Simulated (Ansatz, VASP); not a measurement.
## Pt: VASP beside Ansatz

Contents of INCAR:

```
ALGO     = Fast           # electronic algorithm
EDIFF    = 1E-7           # SCF threshold, eV
ENCUT    = 520            # plane-wave cutoff, eV
GGA      = PE             # functional
ISIF     = 2              # what is computed and relaxed
ISMEAR   = 0              # smearing method
LASPH    = T              # aspherical terms in the spheres
LCHARG   = F              # write CHGCAR
LREAL    = F              # projectors in reciprocal space
LWAVE    = F              # write WAVECAR
NBANDS   = 28             # bands
NELM     = 100            # most SCF steps
PREC     = Accurate       # precision mode
SIGMA    = 0.15           # smearing width, eV
```

KPOINTS

```
k-points
0
Gamma
  18 18 6
```

The input POSCAR:

```
Pt
1.0
    2.7585277425      0.0000000000      0.0000000000
   -1.3792638713      2.3889551021      0.0000000000
    0.0000000000      0.0000000000      9.5613355052
Pt
4
Direct
    0.6666666667      0.3333333333      0.3750000000
    0.6666666667      0.3333333333      0.8750000000
    0.3333333333      0.6666666667      0.1250000000
    0.3333333333      0.6666666667      0.6250000000
```

Input for Ansatz:

```yaml
crystal:
  lattice:
    - [2.7585277425, 0.0, 0.0]
    - [-1.3792638713, 2.3889551021, 0.0]
    - [0.0, 0.0, 9.5613355052]
  atoms:
    - { symbol: Pt, position: [0.6666666667, 0.3333333333, 0.375] }
    - { symbol: Pt, position: [0.6666666667, 0.3333333333, 0.875] }
    - { symbol: Pt, position: [0.3333333333, 0.6666666667, 0.125] }
    - { symbol: Pt, position: [0.3333333333, 0.6666666667, 0.625] }
basis:
  ecutwfc: 420
kpoints:
  mp_grid: { grid: [18, 18, 6] }
hamiltonian:
  xc: pbe
  pseudopotentials: { kind: paw, azcp: { folder: soft_1 } }
scf:
  occupations: { method: gaussian, width: 0.15 }
output:
  forces: true
  stress: true
  eigenvalues: true
```

Alike in both runs: task single point; functional PBE; k mesh 18 × 18 × 6; occupations gaussian, width 0.15 eV; no spin polarisation.

|  | VASP | Ansatz |
| --- | --- | --- |
| version | VASP 6.6.1 | Ansatz 0.2.0 |
| potentials or method | VASP PAW PBE potentials, release 64 (Pt), cutoff 520 eV | scalar-relativistic, plane waves, PAW |
| valence electrons in the cell | 40 | 72 |

|  | VASP | Ansatz | Ansatz less VASP |
| --- | --- | --- | --- |
| gap on the k mesh at the Fermi level (eV) | none | none | - |
| pressure (GPa) | -0.3 | 0.1 | +0.43 |
| traceless stress, the component that is largest in VASP (GPa) | -0.37 | -0.31 | +0.058 |

A gap of «none» marks a metal or a gap that the smearing closes. VASP's potentials hold 40 valence electrons a cell and Ansatz's 72, so a difference there can come from the potentials and not from the codes.

Neither program's run includes spin-orbit coupling.
